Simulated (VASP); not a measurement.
# CuC18 in VASP: single point with PBE

Aim: the single point of CuC18 with PBE.

All numbers are computed with VASP 6.6.1; they aren't measurements. Logs are shortened: lines on timing, memory, paths and dates and some standing lists are left out, and cuts for length are marked.

### Step 1. The cell of the first run

The cell holds a slab with vacuum, 19 atoms: a = 7.398 Å, b = 7.398 Å, c = 13.000 Å, α = 90.00°, β = 90.00°, γ = 120.00°.

### Step 2. Single point, PBE, collinear spin

File INCAR:

```
ALGO = Normal
EDIFF = 1E-6
ENCUT = 520
GGA = PE
ISIF = 2
ISMEAR = 0
ISPIN = 2
LASPH = True
LCHARG = True
LELF = True
LMAXMIX = 4
LORBIT = 11
LREAL = Auto
LVHAR = True
LWAVE = False
MAGMOM = 0 0 0 0 0 0 0 0 0 0 0 0 0 0 0 0 0 0 1
NBANDS = 60
NELM = 150
PREC = Accurate
SIGMA = 0.02
```

File KPOINTS:

```
k-points
0
Gamma
  2 2 1
```

File POSCAR:

```
CuC18
1.0
    7.3980000000      0.0000000000      0.0000000000
   -3.6990000000      6.4068560000      0.0000000000
    0.0000000000      0.0000000000     13.0000000000
C Cu
18 1
Direct
   -0.0015458797     -0.0058320249      0.0786847410
    0.2199356934      0.1064324765      0.0754767630
   -0.0015094894      0.3309625847      0.0790132174
    0.2199678440      0.4402775492      0.0756536068
   -0.0025496299      0.6620577261      0.0745601472
    0.2194926956      0.7731106620      0.0749276988
    0.3305534039     -0.0048596128      0.0745660136
    0.5522700675      0.1063982021      0.0755664452
    0.3307070135      0.3286788911      0.0754658085
    0.5528304938      0.4397850304      0.0751738950
    0.3305297800      0.6621010642      0.0746212674
    0.5523076477      0.7726443304      0.0756123712
    0.6616172570     -0.0058831763      0.0789808316
    0.8862199228      0.1063834765      0.0858751061
    0.6639040740      0.3287206423      0.0754208239
    0.8861657282      0.4403207933      0.0756181168
    0.6639363457      0.6618878920      0.0754763337
    0.8861632295      0.7726435994      0.0754748795
    0.8829340024      0.1092543937      0.2438323333
```

Potentials or basis: VASP PAW PBE potentials, release 64 (C, Cu).

Command:

```bash
cat potpaw_PBE.64/C/POTCAR potpaw_PBE.64/Cu/POTCAR > POTCAR
mpirun -np 1 vasp_std > vasp.out
```

OUTCAR:

```text
EDIFF = 1E-6
   ENCUT = 520
   GGA = PE
   ISIF = 2
   ISMEAR = 0
   ISPIN = 2
   LASPH = True
   LORBIT = 11
   LREAL = Auto
   NELM = 150
   PREC = Accurate

 ion  position               nearest neighbor table
   1  0.998  0.994  0.079-   2 1.42  18 1.42  14 1.44
   2  0.220  0.106  0.075-   1 1.42   7 1.42   9 1.42
   3  0.998  0.331  0.079-   4 1.42  16 1.42  14 1.44
   4  0.220  0.440  0.076-   3 1.42  11 1.42   9 1.42
   5  0.997  0.662  0.075-  16 1.42  18 1.42   6 1.42
   6  0.219  0.773  0.075-   7 1.42   5 1.42  11 1.42
   7  0.331  0.995  0.075-   8 1.42   2 1.42   6 1.42
   8  0.552  0.106  0.076-   7 1.42  13 1.42  15 1.42
   9  0.331  0.329  0.075-  10 1.42   2 1.42   4 1.42
  10  0.553  0.440  0.075-  17 1.42   9 1.42  15 1.42
  11  0.331  0.662  0.075-  12 1.42   4 1.42   6 1.42
  12  0.552  0.773  0.076-  13 1.42  11 1.42  17 1.42
  13  0.662  0.994  0.079-  12 1.42   8 1.42  14 1.44
  14  0.886  0.106  0.086-   1 1.44   3 1.44  13 1.44  19 2.05
  15  0.664  0.329  0.075-  10 1.42  16 1.42   8 1.42
  16  0.886  0.440  0.076-   5 1.42   3 1.42  15 1.42
  17  0.664  0.662  0.075-  10 1.42  18 1.42  12 1.42
  18  0.886  0.773  0.075-   1 1.42   5 1.42  17 1.42
  19  0.883  0.109  0.244-  14 2.05

  LATTYP: Found a hexagonal cell.
 ALAT       =     7.3980000000
 C/A-ratio  =     1.7572316842

  Lattice vectors:

 A1 = (   7.3980000000,   0.0000000000,   0.0000000000)
 A2 = (  -3.6990000000,   6.4068560000,   0.0000000000)
 A3 = (   0.0000000000,   0.0000000000,  13.0000000000)

Analysis of symmetry for initial positions (statically):
=====================================================================
 Subroutine PRICEL returns:
 Original cell was already a primitive cell.

 Routine SETGRP: Setting up the symmetry group for a
 hexagonal supercell.

 Subroutine GETGRP returns: Found  1 space group operations
 (whereof  1 operations were pure point group operations)
 out of a pool of 24 trial point group operations.

The static configuration has the point symmetry C_1 .

Analysis of symmetry for dynamics (positions and initial velocities):
=====================================================================
 Subroutine PRICEL returns:
 Original cell was already a primitive cell.

 Routine SETGRP: Setting up the symmetry group for a
 hexagonal supercell.

 Subroutine GETGRP returns: Found  1 space group operations
 (whereof  1 operations were pure point group operations)
 out of a pool of 24 trial point group operations.

The dynamic configuration has the point symmetry C_1 .

Analysis of structural, dynamic, and magnetic symmetry:
=====================================================================
 Subroutine PRICEL returns:
 Original cell was already a primitive cell.

 Routine SETGRP: Setting up the symmetry group for a
 hexagonal supercell.

 Subroutine GETGRP returns: Found  1 space group operations
 (whereof  1 operations were pure point group operations)
 out of a pool of 24 trial point group operations.

The overall configuration has the point symmetry C_1 .

 Subroutine INISYM returns: Found  1 space group operations
 (whereof  1 operations are pure point group operations),
 and found     1 'primitive' translations

----------------------------------------------------------------------------------------

                                     Primitive cell

  volume of cell :     616.1730

  direct lattice vectors                    reciprocal lattice vectors
     7.398000000  0.000000000  0.000000000     0.135171668  0.078041398  0.000000000
    -3.699000000  6.406856000  0.000000000     0.000000000  0.156082796  0.000000000
     0.000000000  0.000000000 13.000000000     0.000000000  0.000000000  0.076923077

  length of vectors
     7.398000000  7.398000054 13.000000000     0.156082797  0.156082796  0.076923077
[... 73 lines left out ...]
  0.500000  0.000000  0.000000      1.000000
  0.000000  0.500000  0.000000      1.000000
  0.500000  0.500000  0.000000      1.000000
   k-points           NKPTS =      4   k-points in BZ     NKDIM =      4   number of bands    NBANDS=     60
   number of dos      NEDOS =    301   number of ions     NIONS =     19
   total plane-waves  NPLWV = 307328
   dimension x,y,z NGX =    56 NGY =   56 NGZ =   98
   dimension x,y,z NGXF=   112 NGYF=  112 NGZF=  196
   ions per type =              18   1
   NGX,Y,Z   is equivalent  to a cutoff of  12.58, 12.58, 12.53 a.u.
   NGXF,Y,Z  is equivalent  to a cutoff of  25.17, 25.17, 25.06 a.u.
 SYSTEM =  unknown system
   PREC   = accura    normal or accurate (medium, high low for compatibility)
   ISTART =      0    job   : 0-new  1-cont  2-samecut
   ICHARG =      2    charge: 1-file 2-atom 10-const
   ISPIN  =      2    spin polarized calculation?
   LNONCOLLINEAR =      F non collinear calculations
   LSORBIT =      F    spin-orbit coupling
   LASPH  =      T    aspherical Exc in radial PAW
   ENCUT  =  520.0 eV  38.22 Ry    6.18 a.u.  13.76 13.76 24.17*2*pi/ulx,y,z
   NELM   =    150;   NELMIN=  2; NELMDL= -5     # of ELM steps
   EDIFF  = 0.1E-05   stopping-criterion for ELM
   LREAL  =      T    real-space projection
   EDIFFG = 0.1E-04   stopping-criterion for IOM
   NSW    =      0    number of steps for IOM
   IBRION =     -1    ionic relax: 0-MD 1-quasi-New 2-CG
   NFREE  =      0    steps in history (QN), initial steepest desc. (CG)
   ISIF   =      2    stress and relaxation
   ISYM   =      2    0-nonsym 1-usesym 2-fastsym
   POTIM  = 0.5000    time-step for ionic-motion
   TEBEG  =    0.0;   TEEND  =   0.0 temperature during run
   PSTRESS=    0.0 pullay stress
   NELECT =      83.0000    total number of electrons
   NUPDOWN=      -1.0000    fix difference up-down
   EMIN   =  10.00;   EMAX   =-10.00  energy-range for DOS
   EFERMI =   0.00;   METHOD = LEGACY
   ISMEAR =     0;   SIGMA  =   0.02  broadening in eV -4-tet -1-fermi 0-gaus
   EFERMI_NEDOS =   21; number of points for ismear=-14 and -15
   IALGO  =     38    algorithm
   IMIX   =      4    mixing-type and parameters
     AMIX     =   0.40;   BMIX     =  1.00
     AMIX_MAG =   1.60;   BMIX_MAG =  1.00
  volume/ion in A,a.u.               =      32.43       218.85
  Fermi-wavevector in a.u.,A,eV,Ry     =   0.839202  1.585862  9.582045  0.704260
  Thomas-Fermi vector in A             =   1.953382
   LORBIT       =     11    0 simple, 1 ext, 2 COOP (PROOUT), +10 PAW based schemes
   GGA     = PE    functional components
   LHFCALC =     F    Hartree Fock is set to
   AEXX    =    0.0000 exact exchange contribution
   IVDW    =     0    specifies the selected vdW correction
   LEPSILON=     F    determine dielectric tensor
   LRPA    =     F    only Hartree local field effects (RPA)
 spin polarized calculation
 Gauss-broadening in eV      SIGMA  =   0.02
  energy-cutoff  :      520.00
  volume of cell :      616.17
 maximum number of plane-waves:     16651
 NGX is ok and might be reduce to    56
   NGX = 27   NGY = 27   NGZ = 49

 number of electron      83.0000003 magnetization       0.4332433

 Free energy of the ion-electron system (eV)
  ---------------------------------------------------
  ext. energy  EPLUGINS =         0.00000000
  ---------------------------------------------------
  free energy    TOTEN  =      -166.21516267 eV

  energy without entropy =     -166.20402712  energy(sigma->0) =     -166.20959489

 E-fermi :  -1.6129     XC(G=0):  -3.8077

 val. band max:       -1.6129521704   @ k =   0.0000   0.0000   0.0000
 cond. band min:      -1.3172168567   @ k =   0.0000   0.0000   0.0000
 fundamental gap:      0.2957353137
 Fermi energy:        -1.6129137965

 spin component 1

 k-point     1 :       0.0000    0.0000    0.0000
  band No.  band energies     occupation
      1     -21.1829      1.00000
      2     -18.7481      1.00000
      3     -18.6192      1.00000
      4     -18.6166      1.00000
      5     -18.5312      1.00000
      6     -18.5274      1.00000
[... 213 lines left out ...]
     52       3.0815      0.00000
     53       3.6283      0.00000
 Fermi energy:        -1.6129137965

 spin component 2

 k-point     1 :       0.0000    0.0000    0.0000
  band No.  band energies     occupation
      1     -21.1874      1.00000
      2     -18.7551      1.00000
      3     -18.6177      1.00000
      4     -18.6150      1.00000
      5     -18.5362      1.00000
      6     -18.5324      1.00000
[... 213 lines left out ...]
     52       3.4682      0.00000
     53       3.8470      0.00000
 [bands above 53 left out]

------------------------ aborting loop because EDIFF is reached ----------------------------------------

  FORCE on cell =-STRESS in cart. coord.  units (eV):
  Direction    XX          YY          ZZ          XY          YZ          ZX
  --------------------------------------------------------------------------------------
  -------------------------------------------------------------------------------------
  Total        3.8819086      3.5472701     -0.2083585     -0.5623678      0.0023840      0.0019657
  in kB       10.0937663      9.2236369     -0.5417754     -1.4622727      0.0061990      0.0051112
  external PRESSURE =       6.2585426 kB  Pullay stress =       0.0000000 kB

 VOLUME and BASIS-vectors are now :
 -----------------------------------------------------------------------------
  energy-cutoff  :      520.00
  volume of cell :      616.17
      direct lattice vectors                 reciprocal lattice vectors
     7.398000000  0.000000000  0.000000000     0.135171668  0.078041398  0.000000000
    -3.699000000  6.406856000  0.000000000     0.000000000  0.156082796  0.000000000
     0.000000000  0.000000000 13.000000000     0.000000000  0.000000000  0.076923077

 POSITION                                       TOTAL-FORCE (eV/Angst)
 -----------------------------------------------------------------------------------
      3.70914      6.36949      1.02290        -0.002457      0.034370      0.048348
      1.23339      0.68190      0.98120        -0.042673      0.093469      0.004904
      6.16260      2.12043      1.02717         0.113642      0.003842      0.054993
     -0.00126      2.82079      0.98350        -0.080144     -0.016904     -0.000854
      4.93019      4.24171      0.96928         0.059821     -0.067824      0.000609
     -1.23593      4.95321      0.97406         0.005220     -0.007409      0.004281
[... 11 lines left out ...]
      3.69783      4.95022      0.98117        -0.098435     -0.054144     -0.001075
      6.12781      0.69998      3.16982         0.001009     -0.000897     -0.046386
 -----------------------------------------------------------------------------------
    total drift:                                0.015231     -0.004484      0.025344

  FREE ENERGIE OF THE ION-ELECTRON SYSTEM (eV)
  ---------------------------------------------------
  free  energy   TOTEN  =      -166.2151626654 eV

  energy  without entropy=     -166.2040271161  energy(sigma->0) =     -166.20959489

 total charge

# of ion       s       p       d       tot
------------------------------------------
    1        0.862   1.782   0.000   2.644
    2        0.862   1.793   0.000   2.655
    3        0.862   1.781   0.000   2.643
    4        0.862   1.793   0.000   2.655
    5        0.862   1.794   0.000   2.656
    6        0.862   1.790   0.000   2.652
[... 11 lines left out ...]
   18        0.862   1.793   0.000   2.655
   19        0.385   0.100   9.341   9.825
--------------------------------------------------
tot         15.895  32.307   9.341  57.543

 magnetization (x)

# of ion       s       p       d       tot
------------------------------------------
    1        0.001   0.004   0.000   0.004
    2        0.000   0.001   0.000   0.001
    3        0.001   0.003   0.000   0.004
    4        0.000   0.001   0.000   0.001
    5       -0.000  -0.006   0.000  -0.007
    6       -0.000  -0.010   0.000  -0.010
[... 11 lines left out ...]
   18        0.000   0.001   0.000   0.001
   19        0.155   0.014  -0.016   0.153
--------------------------------------------------
tot          0.157  -0.029  -0.016   0.112
```

Wall time 16 min (1 thread of Intel Xeon Platinum 8488C (Sapphire Rapids), shared host); peak memory 0.98 GiB.

Results:

```
Free energy                                           : -166.2152 eV
Largest force                                         : 0.126 eV/Å
Net moment                                            : 0.43 μB per cell
Site moments                                          : C +0.00, -0.01, -0.00 (each value once); Cu +0.15 μB
Valence electrons inside the program's atomic spheres : C 2.64, 2.65, 2.66, 2.63 (each value once); Cu 9.82
```

Forces in eV/Å, atoms in the order of the input:
```
C   -0.002  0.034  0.048
C   -0.043  0.093  0.005
C    0.114  0.004  0.055
C   -0.080 -0.017 -0.001
C    0.060 -0.068  0.001
C    0.005 -0.007  0.004
C    0.110 -0.013 -0.010
C   -0.120 -0.013  0.005
C    0.045 -0.059 -0.013
C    0.003 -0.007 -0.005
C   -0.007  0.027 -0.009
C   -0.060  0.040  0.008
C    0.046 -0.065  0.056
C    0.004  0.008 -0.061
C   -0.010  0.032 -0.016
C   -0.073  0.081 -0.003
C    0.104 -0.016 -0.016
C   -0.098 -0.054 -0.001
Cu   0.001 -0.001 -0.046
```

Levels at points of the mesh, in eV from the Fermi level:
Spin up:
```tsv
k point	band 40	band 41	band 42	band 43	band 44	band 45
(0.00, 0.00, 0.00)	-0.46	-0.01	0.00	0.00	0.30	3.52
(0.50, 0.00, 0.00)	-1.78	-1.73	-0.01	1.55	2.26	2.33
(0.00, 0.50, 0.00)	-1.78	-1.73	-0.01	1.55	2.26	2.33
(0.50, 0.50, 0.00)	-1.77	-1.74	0.00	1.54	2.27	2.33
```
Spin down:
```
           k point  band 39  band 40  band 41  band 42  band 43  band 44
(0.00, 0.00, 0.00)    -1.82    -0.29    -0.01    -0.01     0.00     0.74
(0.50, 0.00, 0.00)    -1.78    -1.71    -1.66     0.58     1.59     2.30
(0.00, 0.50, 0.00)    -1.78    -1.71    -1.66     0.58     1.59     2.30
(0.50, 0.50, 0.00)    -1.79    -1.71    -1.67     0.59     1.58     2.30
```

Caveat: the k points lie up to 0.49 Å⁻¹ apart.
